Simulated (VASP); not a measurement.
# Sb (P-1) in VASP: a series of runs

Runs on Sb. Level: PBEsol. Tasks: single point.

All numbers are computed with VASP 6.6.1; they aren't measurements. Logs are shortened: lines on timing, memory, paths and dates and some standing lists are left out, and cuts for length are marked.

**1. The cell of the first run**

The typed cell holds 2 atoms: a = 3.122 Å, b = 4.348 Å, c = 4.406 Å, α = 90.00°, β = 90.51°, γ = 90.00°.

**2. Single point, PBEsol**

INCAR

```
ALGO = Normal ; EDIFF = 1E-6
ENCUT = 520 ; GGA = PS
ISIF = 2 ; ISMEAR = 0
LASPH = T ; LCHARG = F
LREAL = F ; LWAVE = F
NBANDS = 12 ; NELM = 60
PREC = Accurate ; SIGMA = 0.05
```

KPOINTS

```
k-points
0
Gamma
  10 7 7
```

POSCAR

```
Sb
1.0
    3.1224020000      0.0000000000      0.0000000000
    0.0000000000      4.3475180000      0.0000000000
   -0.0389150000      0.0000000000      4.4058520000
Sb
2
Direct
    0.0121760000      0.2614880000      0.2426090000
    1.0015420000      0.7464850000      0.7653540000
```

Potentials or basis: VASP PAW PBE potentials, release 64 (Sb).

Started as:

```bash
cat potpaw_PBE.64/Sb/POTCAR > POTCAR
mpirun -np 1 vasp_std > vasp.out
```

OUTCAR:

```text
EDIFF = 1E-6
   ENCUT = 520
   GGA = PS
   ISIF = 2
   ISMEAR = 0
   LASPH = T
   LREAL = F
   NELM = 60
   PREC = Accurate

 ion  position               nearest neighbor table
   1  0.012  0.261  0.243-   2 2.98   2 3.07   2 3.12   2 3.21
   2  0.002  0.746  0.765-   1 2.98   1 3.07   1 3.12   1 3.21

  LATTYP: Found a simple monoclinic cell.
 ALAT       =     3.1224020000
 B/A-ratio  =     1.3923633152
 C/A-ratio  =     1.4111007668
 COS(beta)  =    -0.0088322263

  Lattice vectors:

 A1 = (   3.1224020000,   0.0000000000,   0.0000000000)
 A2 = (   0.0000000000,   4.3475180000,   0.0000000000)
 A3 = (  -0.0389150000,   0.0000000000,   4.4058520000)

Analysis of symmetry for initial positions (statically):
=====================================================================
 Subroutine PRICEL returns:
 Original cell was already a primitive cell.

 Routine SETGRP: Setting up the symmetry group for a
 simple monoclinic supercell.

 Subroutine GETGRP returns: Found  2 space group operations
 (whereof  1 operations were pure point group operations)
 out of a pool of  4 trial point group operations.

The static configuration has the point symmetry C_1 .
 The point group associated with its full space group is S_2 .

Analysis of symmetry for dynamics (positions and initial velocities):
=====================================================================
 Subroutine PRICEL returns:
 Original cell was already a primitive cell.

 Routine SETGRP: Setting up the symmetry group for a
 simple monoclinic supercell.

 Subroutine GETGRP returns: Found  2 space group operations
 (whereof  1 operations were pure point group operations)
 out of a pool of  4 trial point group operations.

The dynamic configuration has the point symmetry C_1 .
 The point group associated with its full space group is S_2 .

 Subroutine INISYM returns: Found  2 space group operations
 (whereof  1 operations are pure point group operations),
 and found     1 'primitive' translations

----------------------------------------------------------------------------------------

                                     Primitive cell

  volume of cell :      59.8081

  direct lattice vectors                    reciprocal lattice vectors
     3.122402000  0.000000000  0.000000000     0.320266257  0.000000000  0.002828774
     0.000000000  4.347518000  0.000000000     0.000000000  0.230016299  0.000000000
    -0.038915000  0.000000000  4.405852000     0.000000000  0.000000000  0.226970856

  length of vectors
     3.122402000  4.347518000  4.406023856     0.320278749  0.230016299  0.226970856

  position of ions in fractional coordinates (direct lattice)
     0.012176000  0.261488000  0.242609000
     0.001542000  0.746485000  0.765354000

  ion indices of the primitive-cell ions
   primitive index   ion index
                 1           1
                 2           2

----------------------------------------------------------------------------------------

 KPOINTS: k-points

Automatic generation of k-mesh.
 Grid dimensions read from file:
 generate k-points for:   10    7    7

 Generating k-lattice:

  Cartesian coordinates                     Fractional coordinates (reciprocal lattice)
     0.032026626  0.000000000  0.000282877     0.100000000  0.000000000  0.000000000
     0.000000000  0.032859471  0.000000000     0.000000000  0.142857143  0.000000000
     0.000000000  0.000000000  0.032424408     0.000000000  0.000000000  0.142857143

  Length of vectors
     0.032027875  0.032859471  0.032424408

  Shift w.r.t. Gamma in fractional coordinates (k-lattice)
     0.000000000  0.000000000  0.000000000

 Subroutine IBZKPT returns following result:
 ===========================================

 Found    246 irreducible k-points:

 Following reciprocal coordinates:
            Coordinates               Weight
  0.000000  0.000000  0.000000      1.000000
  0.100000  0.000000 -0.000000      2.000000
  0.200000  0.000000 -0.000000      2.000000
  0.300000  0.000000  0.000000      2.000000
  0.400000  0.000000  0.000000      2.000000
  0.500000  0.000000  0.000000      1.000000
[... 16 lines left out ...]
 -0.300000  0.285714  0.000000      2.000000
  0.400000  0.285714  0.000000      2.000000
 [... further k-points ...]
   k-points           NKPTS =    246   k-points in BZ     NKDIM =    246   number of bands    NBANDS=     12
   number of dos      NEDOS =    301   number of ions     NIONS =      2
   total plane-waves  NPLWV =  27648
   dimension x,y,z NGX =    24 NGY =   32 NGZ =   36
   dimension x,y,z NGXF=    48 NGYF=   64 NGZF=   72
   ions per type =               2
   NGX,Y,Z   is equivalent  to a cutoff of  12.78, 12.24, 13.58 a.u.
   NGXF,Y,Z  is equivalent  to a cutoff of  25.56, 24.47, 27.17 a.u.
 SYSTEM =  unknown system
   PREC   = accura    normal or accurate (medium, high low for compatibility)
   ISTART =      0    job   : 0-new  1-cont  2-samecut
   ICHARG =      2    charge: 1-file 2-atom 10-const
   ISPIN  =      1    spin polarized calculation?
   LNONCOLLINEAR =      F non collinear calculations
   LSORBIT =      F    spin-orbit coupling
   LASPH  =      T    aspherical Exc in radial PAW
   ENCUT  =  520.0 eV  38.22 Ry    6.18 a.u.   5.81  8.08  8.19*2*pi/ulx,y,z
   NELM   =     60;   NELMIN=  2; NELMDL= -5     # of ELM steps
   EDIFF  = 0.1E-05   stopping-criterion for ELM
   LREAL  =      F    real-space projection
   EDIFFG = 0.1E-04   stopping-criterion for IOM
   NSW    =      0    number of steps for IOM
   IBRION =     -1    ionic relax: 0-MD 1-quasi-New 2-CG
   NFREE  =      0    steps in history (QN), initial steepest desc. (CG)
   ISIF   =      2    stress and relaxation
   ISYM   =      2    0-nonsym 1-usesym 2-fastsym
   POTIM  = 0.5000    time-step for ionic-motion
   TEBEG  =    0.0;   TEEND  =   0.0 temperature during run
   PSTRESS=    0.0 pullay stress
   NELECT =      10.0000    total number of electrons
   NUPDOWN=      -1.0000    fix difference up-down
   EMIN   =  10.00;   EMAX   =-10.00  energy-range for DOS
   EFERMI =   0.00;   METHOD = LEGACY
   ISMEAR =     0;   SIGMA  =   0.05  broadening in eV -4-tet -1-fermi 0-gaus
   EFERMI_NEDOS =   21; number of points for ismear=-14 and -15
   IALGO  =     38    algorithm
   IMIX   =      4    mixing-type and parameters
     AMIX     =   0.40;   BMIX     =  1.00
     AMIX_MAG =   1.60;   BMIX_MAG =  1.00
  volume/ion in A,a.u.               =      29.90       201.80
  Fermi-wavevector in a.u.,A,eV,Ry     =   0.901893  1.704330 11.067117  0.813410
  Thomas-Fermi vector in A             =   2.025029
   LORBIT       =      0    0 simple, 1 ext, 2 COOP (PROOUT), +10 PAW based schemes
   GGA     = PS    functional components
   LHFCALC =     F    Hartree Fock is set to
   AEXX    =    0.0000 exact exchange contribution
   IVDW    =     0    specifies the selected vdW correction
   LEPSILON=     F    determine dielectric tensor
   LRPA    =     F    only Hartree local field effects (RPA)
 non-spin polarized calculation
 Gauss-broadening in eV      SIGMA  =   0.05
  energy-cutoff  :      520.00
  volume of cell :       59.81
 maximum number of plane-waves:      1648
   NGX = 11   NGY = 17   NGZ = 17

 number of electron      10.0000000 magnetization

 Free energy of the ion-electron system (eV)
  ---------------------------------------------------
  ext. energy  EPLUGINS =         0.00000000
  ---------------------------------------------------
  free energy    TOTEN  =        -9.04656555 eV

  energy without entropy =       -9.04516519  energy(sigma->0) =       -9.04586537

 E-fermi :   6.8672     XC(G=0):  -9.7370

 val. band max:        6.8616056847   @ k =   0.5000   0.0000   0.2857
 cond. band min:       6.8708150791   @ k =  -0.2000   0.2857   0.1429
 fundamental gap:      0.0092093944
 Fermi energy:         6.8672338876

 k-point     1 :       0.0000    0.0000    0.0000
  band No.  band energies     occupation
      1      -5.4454      2.00000
      2      -0.3509      2.00000
      3       3.3785      2.00000
      4       3.5181      2.00000
      5       8.9337      0.00000
      6      10.0333      0.00000
      7      10.3154      0.00000
      8      10.4747      0.00000
      9      13.7839      0.00000
     10      13.9847      0.00000
     11      14.1838      0.00000
     12      15.0810      0.00000

 k-point     2 :       0.1000    0.0000   -0.0000
  band No.  band energies     occupation
      1      -5.3039      2.00000
      2      -0.2034      2.00000
      3       3.5101      2.00000
      4       3.6498      2.00000
      5       8.4671      0.00000
      6       9.0696      0.00000
      7      10.4534      0.00000
      8      10.6120      0.00000
      9      12.8727      0.00000
     10      14.0980      0.00000
     11      14.6907      0.00000
     12      16.0995      0.00000

 k-point     3 :       0.2000    0.0000   -0.0000
  band No.  band energies     occupation
      1      -4.8887      2.00000
      2       0.2362      2.00000
      3       3.8852      2.00000
      4       4.0252      2.00000
      5       6.0460      2.00000
      6       9.4718      0.00000
      7      10.5454      0.00000
      8      10.8575      0.00000
      9      11.0094      0.00000
     10      14.4331      0.00000
     11      15.1807      0.00000
     12      15.4910      0.00000

 k-point     4 :       0.3000    0.0000    0.0000
  band No.  band energies     occupation
      1      -4.2409      2.00000
      2       0.9498      2.00000
      3       3.8178      2.00000
      4       4.4408      2.00000
      5       4.5747      2.00000
      6       8.2651      0.00000
      7      10.1179      0.00000
      8      11.4218      0.00000
      9      11.5867      0.00000
     10      13.5971      0.00000
     11      13.7542      0.00000
     12      14.9768      0.00000

 k-point     5 :       0.4000    0.0000    0.0000
  band No.  band energies     occupation
      1      -3.5022      2.00000
      2       1.8345      2.00000
      3       2.1174      2.00000
      4       4.9901      2.00000
      5       5.1269      2.00000
      6       6.3661      2.00000
      7      10.9132      0.00000
      8      11.9819      0.00000
      9      12.1586      0.00000
     10      12.2894      0.00000
     11      12.4193      0.00000
     12      14.6458      0.00000
[... 228 lines left out ...]
      1      -4.2905      2.00000
      2      -1.3932      2.00000
      3       4.6192      2.00000
      4       5.0534      2.00000
      5       6.6082      2.00000
      6       8.3152      0.00000
      7       8.5861      0.00000
      8       9.3273      0.00000
      9      12.0539      0.00000
     10      15.7025      0.00000
     11      16.0706      0.00000
     12      17.6970      0.00000

 k-point    22 :       0.3000    0.2857    0.0000
  band No.  band energies     occupation
      1      -3.6412      2.00000
      2      -0.7214      2.00000
      3       4.3898      2.00000
      4       5.1742      2.00000
      5       5.6052      2.00000
      6       7.1623      0.00000
      7       8.8842      0.00000
      8       9.2268      0.00000
      9      12.5638      0.00000
     10      13.8530      0.00000
     11      14.1786      0.00000
     12      16.3886      0.00000

 k-point    23 :      -0.3000    0.2857    0.0000
  band No.  band energies     occupation
      1      -3.6411      2.00000
      2      -0.7219      2.00000
      3       4.3929      2.00000
      4       5.1788      2.00000
      5       5.5955      2.00000
      6       7.1650      0.00000
      7       8.8941      0.00000
      8       9.2142      0.00000
      9      12.5674      0.00000
     10      13.8472      0.00000
     11      14.1882      0.00000
     12      16.3815      0.00000

 k-point    24 :       0.4000    0.2857    0.0000
  band No.  band energies     occupation
      1      -2.8991      2.00000
      2       0.0695      2.00000
      3       2.6780      2.00000
      4       5.1482      2.00000
      5       5.7389      2.00000
      6       6.5066      2.00000
      7       9.4868      0.00000
      8       9.9371      0.00000
      9      12.0731      0.00000
     10      12.8005      0.00000
     11      13.5928      0.00000
     12      15.0096      0.00000

 [... further k-points ...]

------------------------ aborting loop because EDIFF is reached ----------------------------------------

  FORCE on cell =-STRESS in cart. coord.  units (eV):
  Direction    XX          YY          ZZ          XY          YZ          ZX
  --------------------------------------------------------------------------------------
  -------------------------------------------------------------------------------------
  Total       -0.9202864     -0.6550378     -0.5796070     -0.0017190     -0.1698618      0.0187968
  in kB      -24.6532110    -17.5475639    -15.5268752     -0.0460493     -4.5503656      0.5035406
  external PRESSURE =     -19.2425501 kB  Pullay stress =       0.0000000 kB

 VOLUME and BASIS-vectors are now :
 -----------------------------------------------------------------------------
  energy-cutoff  :      520.00
  volume of cell :       59.81
      direct lattice vectors                 reciprocal lattice vectors
     3.122402000  0.000000000  0.000000000     0.320266257  0.000000000  0.002828774
     0.000000000  4.347518000  0.000000000     0.000000000  0.230016299  0.000000000
    -0.038915000  0.000000000  4.405852000     0.000000000  0.000000000  0.226970856

 POSITION                                       TOTAL-FORCE (eV/Angst)
 -----------------------------------------------------------------------------------
      0.02858      1.13682      1.06890        -0.010256     -0.093137      0.127226
     -0.02497      3.24536      3.37204         0.010256      0.093137     -0.127226
 -----------------------------------------------------------------------------------
    total drift:                               -0.000000      0.000000      0.000001

  FREE ENERGIE OF THE ION-ELECTRON SYSTEM (eV)
  ---------------------------------------------------
  free  energy   TOTEN  =        -9.0465655482 eV

  energy  without entropy=       -9.0451651927  energy(sigma->0) =       -9.04586537
```

Wall time 64 s (1 thread of Intel Xeon 6975P-C (Granite Rapids), shared host); peak memory 0.28 GiB.

What came out:

```
Free energy            : -9.0466 eV
Pressure               : -1.9 GPa
Largest force          : 0.158 eV/Å
Band gap on the k mesh : zero (band 5 reaches 11.50 eV, above the bottom of band 6 at 3.84 eV)
```

Forces in eV/Å, atoms in the order of the input:
```
Sb  -0.010 -0.093  0.127
Sb   0.010  0.093 -0.127
```

Stress tensor (GPa, compression positive):
```
-2.47  0.00  0.05
 0.00 -1.75 -0.46
 0.05 -0.46 -1.55
```

Caveat: the PAW data sets were made with another functional, which shifts forces and pressure a little; spin-orbit coupling is left out, which moves the levels of the heavy elements.

[end of part 1 of 2]
